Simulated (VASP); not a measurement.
Input of a VASP 6.6.1 run:

File INCAR:

```
PREC = Accurate
ENCUT = 520
EDIFF = 1E-7
ISMEAR = 0
SIGMA = 0.01
LREAL = False
LASPH = True
NELM = 80
ALGO = Normal
ISIF = 2
LWAVE = False
LCHARG = True
GGA = PE
LELF = True
LVHAR = True
NBANDS = 28
```

The input KPOINTS:

```
Automatic mesh
0
Gamma
  6 6 4
```

File POSCAR:

```
La2O3
1.0
    3.9654121899      0.0000000000      0.0000000000
   -1.9827060949      3.4341470829      0.0000000000
    0.0000000000      0.0000000000      6.1658065898
La O
2 3
Direct
    0.6666666667      0.3333333333      0.7537640000
    0.3333333333      0.6666666667      0.2462360000
    0.6666666667      0.3333333333      0.3541090000
    0.3333333333      0.6666666667      0.6458910000
    0.0000000000      0.0000000000      0.0000000000
```

Potentials or basis: VASP PAW PBE potentials, release 64 (La, O).

Run with:

```console
$ cat potpaw_PBE.64/La/POTCAR potpaw_PBE.64/O/POTCAR > POTCAR
$ mpirun -np 1 vasp_std > vasp.out
```

Q: Estimate the largest force.

A: 0.188 eV/Å.

Q: What does it give for the band gap on the k mesh?

A: 3.82 eV (least direct gap 3.98 eV).

Q: What does it give for the pressure?

A: -1.8 GPa.

Stress tensor (GPa, compression positive):
```
-2.17  0.00  0.00
 0.00 -2.17  0.00
 0.00  0.00 -1.05
```

Caveat: spin-orbit coupling is left out, which moves the levels of the heavy elements. A k mesh can miss the band edges.
